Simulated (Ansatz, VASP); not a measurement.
**AlN: VASP beside Ansatz**

```
Al N
1.0
     3.13024    0.00000    0.00000
    -1.56512    2.71087    0.00000
     0.00000    0.00000    5.01798
Al N
2 2
Direct
  0.33333 0.66667 0.95689
  0.66667 0.33333 0.50173
  0.33333 0.66667 0.38327
  0.66667 0.33333 0.88327
```

Alike in both runs: task single point; functional PBE; k mesh 12 × 12 × 6; occupations gaussian, width 0.05 eV; no spin polarisation.

|  | VASP | Ansatz |
| --- | --- | --- |
| version | VASP 6.6.1 | Ansatz 0.2.0 |
| potentials or method | VASP PAW PBE potentials, release 64 (Al, N), cutoff 520 eV | scalar-relativistic, plane waves, PAW |
| valence electrons in the cell | 16 | 16 |

```csv
,VASP,Ansatz,Ansatz less VASP
gap on the k mesh at the Fermi level (eV),3.50,3.49,-0.010
least direct gap on the mesh (eV),3.50,3.49,-0.010
pressure (GPa),1.8,2.0,+0.26
"traceless stress, the component that is largest in VASP (GPa)",-6.95,-6.99,-0.038
rms of the force components (eV/Å),1.010,1.009,-0.0003
```

Atom by atom the forces differ by 0.003 eV/Å (rms over components). The functional is the same, so the differences come from potentials, cutoffs and numerics.
